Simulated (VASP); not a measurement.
Runs of VASP 6.6.1 on LiF. The structure is that of space group Pm-3m (No. 221), or close to it. The cells are those of the table. 

| cell | gap on the mesh (eV) |
| --- | --- |
| a = 2.534 Å, 2 atoms | 7.66 |
| a = 2.507 Å, 2 atoms | 7.94 |
| a = 2.585 Å, 2 atoms | 7.18 |
| a = 2.560 Å, 2 atoms | (a) |
| a = 2.610 Å, 2 atoms | (b) |

Alike in all rows: task single point; level PBEsol; potentials or basis VASP PAW PBE potentials, release 64 (Li_sv, F); no spin polarisation; k mesh 7 × 7 × 7; cutoff (eV) 520; smearing gaussian 0.01 eV.

Problem. Fill in the values left out.

Solution. (a) 7.41; (b) 6.96.

A k mesh can miss the band edges.
